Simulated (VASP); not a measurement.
The system is Pd.

```
CELL_PARAMETERS angstrom
-1.56686 1.56686 1.56686
1.56686 -1.56686 1.56686
1.56686 1.56686 -1.56686
ATOMIC_POSITIONS crystal
Pd 0.00000 0.00000 0.00000
```

This isn't the form of Pd at room conditions, which is fcc.

| Item | Value |
| --- | --- |
| Program | VASP 6.6.1 |
| Task | relaxation of cell and atoms |
| Functional | PBEsol |
| Potentials or basis | VASP PAW PBE potentials, release 64 (Pd) |
| Cutoff | 600 eV |
| k mesh | 8 × 8 × 8 |
| Occupations | gaussian, width 0.1 eV |
| Spin | no spin polarisation |

At the start: pressure -8.3 GPa; volume 15.39 Å³/atom.

**Question.** Where does the relaxation end?

**Answer.** Over 3 steps the energy falls by 19.6 meV/atom and the volume is 14.69 Å³/atom (-4.6 %); space group Im-3m (No. 229, to 0.1 Å) before and after.

Step by step:
```
step  energy change (eV)  largest force (eV/Å)  pressure (GPa)  volume (Å³)
   1              0.0000                0.0000           -8.35        15.39
   2              0.0303                0.0000           17.20        13.67
   3             -0.0196                0.0000           -0.17        14.69
```

Final structure:
```
CELL_PARAMETERS angstrom
-1.54272 1.54272 1.54272
1.54272 -1.54272 1.54272
1.54272 1.54272 -1.54272
ATOMIC_POSITIONS crystal
Pd 0.00000 0.00000 0.00000
```

Caveat: the PAW data sets were made with another functional, which shifts forces and pressure a little.
